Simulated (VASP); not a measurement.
# Zr2Nb3Cu3 in VASP: a series of runs

The runs below take Zr2Nb3Cu3 through single point, with PBE.

Everything below comes from runs of VASP 6.6.1. Logs are shortened: lines on timing, memory, paths and dates and some standing lists are left out, and cuts for length are marked.

**1. The cell of the first run**

The cell holds an amorphous packing of atoms, 16 atoms: a = 6.819 Å, b = 6.652 Å, c = 6.490 Å, α = 93.75°, β = 90.95°, γ = 89.10°.

**2. Single point, PBE**

INCAR

```
SYSTEM = Zr2Nb3Cu3
PREC = Accurate ; ENCUT = 520
EDIFF = 1E-7 ; ISMEAR = -1
SIGMA = 0.1861 ; LREAL = Auto
LASPH = .TRUE. ; NELM = 60
ALGO = Normal ; ISIF = 2
LWAVE = .FALSE. ; LCHARG = .TRUE.
GGA = PE ; LELF = .TRUE.
LVHAR = .TRUE. ; ISYM = 0
NBANDS = 110
```

KPOINTS

```
Automatic mesh
0
Gamma
  1 1 1
  0.25 0.25 0.25
```

POSCAR

```
Zr2Nb3Cu3
1.0
    6.8185840000      0.0521060000     -0.0543080000
    0.0521060000      6.6479630000     -0.2149050000
   -0.0543080000     -0.2149050000      6.4861440000
Nb Cu Zr
6 6 4
Direct
    0.8357114529      0.8589277836      0.2189186199
    0.0845462943      0.5383545036      0.5654693474
    0.8466133362      0.8312392112      0.7153586691
    0.0606855091      0.0870586700      0.9291728725
    0.3071074978      0.7369444942      0.7821775851
    0.7620236873      0.2423218232      0.2136875397
    0.3059876692      0.2958484754      0.7752100316
    0.0169371156      0.1253751570      0.4047459583
    0.6152652788      0.6388295890     -0.0284149566
    0.3933290318      0.2099429330      0.1932372607
   -0.0163187531      0.5354853081      0.9375268621
    0.5277162567     -0.0092472531      0.8811185711
    0.4751773882      0.0347137006      0.4872896873
    0.6914648475      0.2755717207      0.7379775740
    0.2900974079      0.6458819648      0.2515075018
    0.5966808928      0.5501655048      0.4921689780
```

Potentials or basis: VASP PAW PBE potentials, release 64 (Nb_sv, Cu, Zr_sv).

Command:

```bash
> cat potpaw_PBE.64/Nb_sv/POTCAR potpaw_PBE.64/Cu/POTCAR potpaw_PBE.64/Zr_sv/POTCAR > POTCAR
> mpirun -np 1 vasp_std > vasp.out
```

OUTCAR:

```text
SYSTEM = Zr2Nb3Cu3
   PREC = Accurate
   ENCUT = 520
   EDIFF = 1E-7
   ISMEAR = -1
   LREAL = Auto
   LASPH = .TRUE.
   NELM = 60
   ISIF = 2
   GGA = PE
   ISYM = 0

 ion  position               nearest neighbor table
   1  0.836  0.859  0.219-   8 2.42   9 2.58   6 2.59  11 2.91   4 2.96  13 3.20  16 3.27  15 3.40

   2  0.085  0.538  0.565-   5 2.40  11 2.52   7 2.62  15 2.64   3 2.66   8 2.91  16 3.35  14 3.46

   3  0.847  0.831  0.715-   4 2.58  12 2.62   2 2.66  11 2.66   9 2.71  16 2.86  14 3.12  13 3.24

   4  0.061  0.087  0.929-   7 2.46   3 2.58   6 2.90  10 2.91   1 2.96   5 2.97  14 3.07
   5  0.307  0.737  0.782-  12 2.33   2 2.40   9 2.52  11 2.83  16 2.95   4 2.97  13 3.09  15 3.15
                            15 3.46
   6  0.762  0.242  0.214-   8 2.28  10 2.53   1 2.59  16 2.87   4 2.90  13 3.07  14 3.14  14 3.44

   7  0.306  0.296  0.775-   4 2.46   2 2.62  12 2.63  14 2.64  13 2.72  16 3.29
   8  0.017  0.125  0.405-   6 2.28   1 2.42   2 2.91  13 3.22  14 3.23
   9  0.615  0.639  0.972-  12 2.51   5 2.52   1 2.58  11 2.60   3 2.71  14 2.81  15 2.89  16 3.13

  10  0.393  0.210  0.193-  13 2.36   6 2.53  12 2.59   4 2.91  15 2.97  16 3.20
  11  0.984  0.535  0.938-   2 2.52   9 2.60   3 2.66   5 2.83  14 2.89   1 2.91  15 2.96
  12  0.528  0.991  0.881-   5 2.33  14 2.46   9 2.51  10 2.59  13 2.61   3 2.62   7 2.63
  13  0.475  0.035  0.487-  10 2.36  12 2.61  14 2.65   7 2.72   6 3.07   5 3.09  15 3.18   1 3.20
                             8 3.22   3 3.24  16 3.32  16 3.54
  14  0.691  0.276  0.738-  12 2.46  16 2.57   7 2.64  13 2.65   9 2.81  11 2.89   4 3.07   3 3.12
                             6 3.14   8 3.23   6 3.44   2 3.46
  15  0.290  0.646  0.252-   2 2.64  16 2.68   9 2.89  11 2.96  10 2.97   5 3.15  13 3.18   1 3.40
                             5 3.46
  16  0.597  0.550  0.492-  14 2.57  15 2.68   3 2.86   6 2.87   5 2.95   9 3.13  10 3.20   1 3.27
                             7 3.29  13 3.32   2 3.35  13 3.54

IMPORTANT INFORMATION: All symmetrisations will be switched off!
NOSYMM: (Re-)initialisation of all symmetry stuff for point group C_1.

----------------------------------------------------------------------------------------

                                     Primitive cell

  volume of cell :     293.6640

  direct lattice vectors                    reciprocal lattice vectors
     6.818584000  0.052106000 -0.054308000     0.146675995 -0.001111120  0.001191292
     0.052106000  6.647963000 -0.214905000    -0.001111120  0.150591719  0.004980243
    -0.054308000 -0.214905000  6.486144000     0.001191292  0.004980243  0.154349792

  length of vectors
     6.818999352  6.651639741  6.489930470     0.146685041  0.150678144  0.154434712

  position of ions in fractional coordinates (direct lattice)
     0.835711453  0.858927784  0.218918620
     0.084546294  0.538354504  0.565469347
[... 92 lines left out ...]
   NELECT =     192.0000    total number of electrons
   NUPDOWN=      -1.0000    fix difference up-down
   EMIN   =  10.00;   EMAX   =-10.00  energy-range for DOS
   EFERMI =   0.00;   METHOD = LEGACY
   ISMEAR =    -1;   SIGMA  =   0.19  broadening in eV -4-tet -1-fermi 0-gaus
   EFERMI_NEDOS =   21; number of points for ismear=-14 and -15
   IALGO  =     38    algorithm
   IMIX   =      4    mixing-type and parameters
     AMIX     =   0.40;   BMIX     =  1.00
     AMIX_MAG =   1.60;   BMIX_MAG =  1.00
  volume/ion in A,a.u.               =      18.35       123.86
  Fermi-wavevector in a.u.,A,eV,Ry     =   1.420883  2.685080 27.468919  2.018909
  Thomas-Fermi vector in A             =   2.541751
   LORBIT       =      0    0 simple, 1 ext, 2 COOP (PROOUT), +10 PAW based schemes
   GGA     = PE    functional components
   LHFCALC =     F    Hartree Fock is set to
   AEXX    =    0.0000 exact exchange contribution
   IVDW    =     0    specifies the selected vdW correction
   LEPSILON=     F    determine dielectric tensor
   LRPA    =     F    only Hartree local field effects (RPA)
 non-spin polarized calculation
  energy-cutoff  :      520.00
  volume of cell :      293.66
 maximum number of plane-waves:      7925
 NGX is ok and might be reduce to    50
   NGX = 25   NGY = 25   NGZ = 25

 number of electron     192.0000002 magnetization

 Free energy of the ion-electron system (eV)
  ---------------------------------------------------
  ext. energy  EPLUGINS =         0.00000000
  ---------------------------------------------------
  free energy    TOTEN  =      -108.95064409 eV

  energy without entropy =     -107.00395875  energy(sigma->0) =     -107.97730142

 E-fermi :   8.6157     XC(G=0): -11.5803

 val. band max:        8.5270380288   @ k =   0.2500   0.2500   0.2500
 cond. band min:       8.6270997319   @ k =   0.2500   0.2500   0.2500
 fundamental gap:      0.1000617031
 Fermi energy:         8.6157187182

 k-point     1 :       0.2500    0.2500    0.2500
  band No.  band energies     occupation
      1     -46.2661      2.00000
      2     -46.1463      2.00000
      3     -46.0722      2.00000
      4     -45.9920      2.00000
      5     -45.7854      2.00000
      6     -45.5953      2.00000
[... 100 lines left out ...]
    107      10.2154      0.00037
    108      10.3074      0.00023
 [bands above 108 left out]

------------------------ aborting loop because EDIFF is reached ----------------------------------------

  FORCE on cell =-STRESS in cart. coord.  units (eV):
  Direction    XX          YY          ZZ          XY          YZ          ZX
  --------------------------------------------------------------------------------------
  -------------------------------------------------------------------------------------
  Total        9.0837947      6.8936763      7.6791303      3.1643828     -2.2725068     10.3692840
  in kB       49.5595284     37.6106414     41.8959353     17.2642957    -12.3983830     56.5729239
  external PRESSURE =      43.0220350 kB  Pullay stress =       0.0000000 kB

 VOLUME and BASIS-vectors are now :
 -----------------------------------------------------------------------------
  energy-cutoff  :      520.00
  volume of cell :      293.66
      direct lattice vectors                 reciprocal lattice vectors
     6.818584000  0.052106000 -0.054308000     0.146675995 -0.001111120  0.001191292
     0.052106000  6.647963000 -0.214905000    -0.001111120  0.150591719  0.004980243
    -0.054308000 -0.214905000  6.486144000     0.001191292  0.004980243  0.154349792

 POSITION                                       TOTAL-FORCE (eV/Angst)
 -----------------------------------------------------------------------------------
      5.73124      5.70662      1.18996        -0.593533     -1.591582     -0.066940
      0.57383      3.46184      3.54743        -1.309398     -1.235183     -1.585623
      5.77717      5.41643      4.41530         0.494753      0.545441     -0.662227
      0.36786      0.38224      6.00474        -0.099085     -0.823565      1.430326
      2.08996      4.74709      4.89827        -2.040812     -0.170615     -0.228087
      5.19694      1.60473      1.29255        -0.501230      2.188282     -2.090555
[... 8 lines left out ...]
      1.99805      4.25487      1.47676        -0.392394      0.444895     -2.289468
      4.07046      3.58280      3.04164        -0.045677      0.358483     -0.159736
 -----------------------------------------------------------------------------------
    total drift:                               -0.001023      0.000645      0.001286

  FREE ENERGIE OF THE ION-ELECTRON SYSTEM (eV)
  ---------------------------------------------------
  free  energy   TOTEN  =      -108.9506440937 eV

  energy  without entropy=     -107.0039587501  energy(sigma->0) =     -107.97730142
```

stdout:

```text
POSCAR found type information on POSCAR NbCuZr
 POSCAR found :  3 types and      16 ions
 scaLAPACK will be used
 LDA part: xc-table for (Slater+PW92), standard interpolation
 POSCAR, INCAR and KPOINTS ok, starting setup
 FFT: planning ... GRIDC
 FFT: planning ... GRID_SOFT
 FFT: planning ... GRID
 WAVECAR not read
 entering main loop
```

Wall time 2.9 min (1 thread of Intel Xeon 6975P-C, shared host); peak memory 0.36 GiB.

What came out:

```
Free energy            : -108.9506 eV
Pressure               : 4.3 GPa
Largest force          : 3.863 eV/Å
Band gap on the k mesh : 0.10 eV
```

Forces on the atoms (eV/Å):
```
Nb  -0.594 -1.592 -0.067
Nb  -1.309 -1.235 -1.586
Nb   0.495  0.545 -0.662
Nb  -0.099 -0.824  1.430
Nb  -2.041 -0.171 -0.228
Nb  -0.501  2.188 -2.091
Cu   0.124  1.062  0.218
Cu   2.942 -0.159  2.500
Cu   0.215 -1.085  0.584
Cu  -1.471  1.439 -1.918
Cu  -0.037 -0.478  1.134
Cu   0.266  0.672  2.924
Zr  -0.844 -1.951 -0.883
Zr   3.294  0.783  1.093
Zr  -0.392  0.445 -2.289
Zr  -0.046  0.358 -0.160
```

Stress tensor (GPa, compression positive):
```
 4.96  1.73  5.66
 1.73  3.76 -1.24
 5.66 -1.24  4.19
```

Caveat: the k points lie up to 0.97 Å⁻¹ apart.

**3. Single point, PBE**

INCAR

```
PREC = Accurate ; ENCUT = 520
EDIFF = 1E-7 ; ISMEAR = -1
SIGMA = 0.1861 ; LREAL = Auto
LASPH = T ; NELM = 60
ALGO = Normal ; ISIF = 2
LWAVE = F ; LCHARG = T
GGA = PE ; LELF = T
LVHAR = T ; ISYM = 0
NBANDS = 110
```

KPOINTS is that of step 2.

POSCAR

```
Zr2Nb3Cu3
1.0
    6.8185840000      0.0521060000     -0.0543080000
    0.0521060000      6.6479630000     -0.2149050000
   -0.0543080000     -0.2149050000      6.4861440000
Nb Cu Zr
6 6 4
Direct
    0.8081483600      0.8533133920      0.3011015845
    0.0624785348      0.5384051385      0.5522809917
    0.8136504203      0.8811566629      0.7332121673
    0.0685963676      0.0649241982      0.9678506777
    0.2954073918      0.7532505271      0.7549714112
    0.7811663016      0.2386243075      0.1960448514
    0.3271970428      0.3268817350      0.8502250237
    0.0758042800      0.1068312450      0.4639353285
    0.5913063553      0.6184024904      0.0019984837
    0.3578190346      0.2143527203      0.1651728527
   -0.0297934799      0.6401265059      0.9580740672
    0.5317816812      0.0220839469      0.9255684040
    0.4464657172     -0.0085885517      0.4334993083
    0.7688899152      0.2494638034      0.7456918767
    0.3067865761      0.6444043846      0.2138243754
    0.5987052314      0.5336960236      0.4792236231
```

Potentials or basis: VASP PAW PBE potentials, release 64 (Nb_sv, Cu, Zr_sv).

Command:

```bash
> cat potpaw_PBE.64/Nb_sv/POTCAR potpaw_PBE.64/Cu/POTCAR potpaw_PBE.64/Zr_sv/POTCAR > POTCAR
> mpirun -np 1 vasp_std > vasp.out
```

OUTCAR:

```text
PREC = Accurate
   ENCUT = 520
   EDIFF = 1E-7
   ISMEAR = -1
   LREAL = Auto
   LASPH = T
   NELM = 60
   ISIF = 2
   GGA = PE
   ISYM = 0

 ion  position               nearest neighbor table
   1  0.808  0.853  0.301-   8 2.66   6 2.70  13 2.75  11 2.79   3 2.80   9 2.82  16 2.89
   2  0.062  0.538  0.552-   5 2.46  11 2.76   8 2.89  15 2.91   3 3.01  14 3.13  16 3.19
   3  0.814  0.881  0.733-  12 2.45  11 2.46  14 2.46   4 2.56   1 2.80   2 3.01  16 3.12  13 3.25

   4  0.069  0.065  0.968-  10 2.52   3 2.56   7 2.65   6 2.68  14 2.80   5 2.86  11 2.91
   5  0.295  0.753  0.755-   2 2.46  12 2.61   9 2.73  11 2.74   4 2.86  13 2.91  16 3.05  15 3.11

   6  0.781  0.239  0.196-   4 2.68   1 2.70  12 2.77   8 2.80  16 2.88  10 2.90  14 2.93  13 3.29

   7  0.327  0.327  0.850-  10 2.23  12 2.51   4 2.65   9 2.79  15 3.07  14 3.13
   8  0.076  0.107  0.464-  13 2.64   1 2.66   6 2.80   2 2.89  14 2.91
   9  0.591  0.618  0.002-  15 2.39  11 2.61   5 2.73  12 2.78   7 2.79   1 2.82  14 3.11  16 3.18

  10  0.358  0.214  0.165-   7 2.23  12 2.28  13 2.42   4 2.52  15 2.87   6 2.90  16 3.29
  11  0.970  0.640  0.958-   3 2.46   9 2.61   5 2.74   2 2.76   1 2.79  15 2.81   4 2.91  14 3.18

[... 168 lines left out ...]
  band No.  band energies     occupation
      1     -46.1861      2.00000
      2     -46.1736      2.00000
      3     -46.0042      2.00000
      4     -45.9132      2.00000
      5     -45.8685      2.00000
      6     -45.7888      2.00000
[... 100 lines left out ...]
    107      10.2147      0.00029
    108      10.2948      0.00019
 [bands above 108 left out]

------------------------ aborting loop because EDIFF is reached ----------------------------------------

  FORCE on cell =-STRESS in cart. coord.  units (eV):
  Direction    XX          YY          ZZ          XY          YZ          ZX
  --------------------------------------------------------------------------------------
  -------------------------------------------------------------------------------------
  Total        4.3658093      4.1081034      3.4387628     -1.5026186     -3.2504480      1.3468768
  in kB       23.8190598     22.4130635     18.7612633     -8.1980132    -17.7338520      7.3483143
  external PRESSURE =      21.6644622 kB  Pullay stress =       0.0000000 kB

 VOLUME and BASIS-vectors are now :
 -----------------------------------------------------------------------------
  energy-cutoff  :      520.00
  volume of cell :      293.66
      direct lattice vectors                 reciprocal lattice vectors
     6.818584000  0.052106000 -0.054308000     0.146675995 -0.001111120  0.001191292
     0.052106000  6.647963000 -0.214905000    -0.001111120  0.150591719  0.004980243
    -0.054308000 -0.214905000  6.486144000     0.001191292  0.004980243  0.154349792

 POSITION                                       TOTAL-FORCE (eV/Angst)
 -----------------------------------------------------------------------------------
      5.53854      5.65020      1.72572         0.807956     -0.976143     -1.252201
      0.42408      3.46386      3.46308        -0.239531     -0.501014     -0.779334
      5.55404      5.74272      4.52217         0.240569     -2.899125     -1.325141
      0.41855      0.22719      6.25994         0.764992     -0.728070      0.910850
      2.01251      4.86073      4.71893        -0.397183      0.054543      0.018063
      5.32823      1.58494      1.17787         0.390317      0.606446      0.516509
[... 8 lines left out ...]
      2.11381      4.25401      1.23175        -2.433264     -0.523213     -1.134007
      4.08411      3.47620      2.96110        -0.126523     -0.020872      1.082115
 -----------------------------------------------------------------------------------
    total drift:                                0.002556     -0.001245     -0.003061

  FREE ENERGIE OF THE ION-ELECTRON SYSTEM (eV)
  ---------------------------------------------------
  free  energy   TOTEN  =      -110.4622302446 eV

  energy  without entropy=     -108.5780254018  energy(sigma->0) =     -109.52012782
```

stdout:

```text
POSCAR found type information on POSCAR NbCuZr
 POSCAR found :  3 types and      16 ions
 scaLAPACK will be used
 LDA part: xc-table for (Slater+PW92), standard interpolation
 POSCAR, INCAR and KPOINTS ok, starting setup
 FFT: planning ... GRIDC
 FFT: planning ... GRID_SOFT
 FFT: planning ... GRID
 WAVECAR not read
 entering main loop
```

Wall time 2.5 min (1 thread of Intel Xeon 6975P-C, shared host); peak memory 0.35 GiB.

What came out:

* Free energy: -110.4622 eV
* Pressure: 2.2 GPa
* Largest force: 3.700 eV/Å
* Band gap on the k mesh: 0.15 eV

Forces on the atoms (eV/Å):
```
Nb   0.808 -0.976 -1.252
Nb  -0.240 -0.501 -0.779
Nb   0.241 -2.899 -1.325
Nb   0.765 -0.728  0.911
Nb  -0.397  0.055  0.018
Nb   0.390  0.606  0.517
Cu  -0.074  1.541 -2.161
Cu  -0.118  0.177  0.447
Cu   1.683 -0.561 -0.965
Cu  -0.121  1.923  1.806
Cu   0.238 -1.695  0.787
Cu  -0.951 -0.883  0.854
Zr   0.619  0.963  2.289
Zr  -0.284  3.523 -1.093
Zr  -2.433 -0.523 -1.134
Zr  -0.127 -0.021  1.082
```

Stress tensor (GPa, compression positive):
```
 2.38 -0.82  0.73
-0.82  2.24 -1.77
 0.73 -1.77  1.88
```

Levels at points of the mesh, in eV from the valence-band top:
```
           k point  band 94  band 95  band 96  band 97  band 98  band 99
(0.25, 0.25, 0.25)    -0.16    -0.07     0.00     0.15     0.28     0.39
```

Caveat: the k points lie up to 0.97 Å⁻¹ apart.

**4. Single point, PBE**

INCAR

```
ALGO = Normal ; EDIFF = 1E-6
ENCUT = 520 ; GGA = PE
ISIF = 2 ; ISMEAR = -1
ISYM = 0 ; LASPH = True
LCHARG = False ; LREAL = Auto
LWAVE = False ; NBANDS = 110
NELM = 100 ; PREC = Accurate
SIGMA = 0.1861
```

KPOINTS is that of step 3.

POSCAR

```
Zr2Nb3Cu3
1.0
    6.8185840000      0.0521060000     -0.0543080000
    0.0521060000      6.6479630000     -0.2149050000
   -0.0543080000     -0.2149050000      6.4861440000
Nb Cu Zr
6 6 4
Direct
    0.8136485432      0.8499492259      0.2804447394
    0.0410567751      0.5870904303      0.5377109081
    0.8047412310      0.8222888547      0.7192653868
    0.0807223256      0.0224954478      1.0074778254
    0.3124341328      0.8021011247      0.7530503817
    0.7972192510      0.2429449475      0.1986874585
    0.3031040162      0.3940155205      0.8250675406
    0.0415768473      0.1116941696      0.4634890300
    0.6110768782      0.5938479716     -0.0145454277
    0.3383615004      0.3032913835      0.2096673418
   -0.0629652951      0.6408787245      0.9822581064
    0.5678197765      0.0384421685      0.9689347894
    0.4243144764      0.0196384561      0.4725672253
    0.8429316754      0.3069805661      0.7329668586
    0.2906069704      0.6760222487      0.2011831444
    0.5564687434      0.5188791833      0.4978012260
```

Command:

```bash
> cat potpaw_PBE.64/Nb_sv/POTCAR potpaw_PBE.64/Cu/POTCAR potpaw_PBE.64/Zr_sv/POTCAR > POTCAR
> mpirun -np 1 vasp_std > vasp.out
```

Run time: 2.3 min. Hardware: 1 thread of Intel Xeon 6975P-C, shared host; peak memory 0.35 GiB.

The run converged. Its results:

* Free energy: -111.5749 eV
* Pressure: 1.7 GPa
* Largest force: 3.671 eV/Å
* Band gap on the k mesh: 0.16 eV

Forces on the atoms (eV/Å):
```
Nb  -0.778 -0.291  0.640
Nb   1.161 -1.532 -2.283
Nb  -1.243  2.262 -0.752
Nb   0.126  1.220  0.064
Nb  -0.763 -1.152  1.517
Nb   0.309  1.969  0.330
Cu  -0.371 -0.474 -0.145
Cu   1.197 -0.593  0.362
Cu  -1.272 -0.660 -0.179
Cu  -0.125 -1.032 -0.558
Cu   2.817 -2.137  0.983
Cu  -1.169 -0.240 -0.128
Zr   1.383  1.741 -0.698
Zr  -0.746 -0.911  1.458
Zr  -0.416  1.272 -1.060
Zr  -0.111  0.558  0.449
```

Stress tensor (GPa, compression positive):
```
 0.38 -1.21  1.06
-1.21  2.18  0.45
 1.06  0.45  2.65
```

Levels at points of the mesh, in eV from the valence-band top:
| k point | band 94 | band 95 | band 96 | band 97 | band 98 | band 99 |
| --- | --- | --- | --- | --- | --- | --- |
| (0.25, 0.25, 0.25) | -0.23 | -0.11 | 0.00 | 0.16 | 0.23 | 0.29 |

Caveat: the k points lie up to 0.97 Å⁻¹ apart.
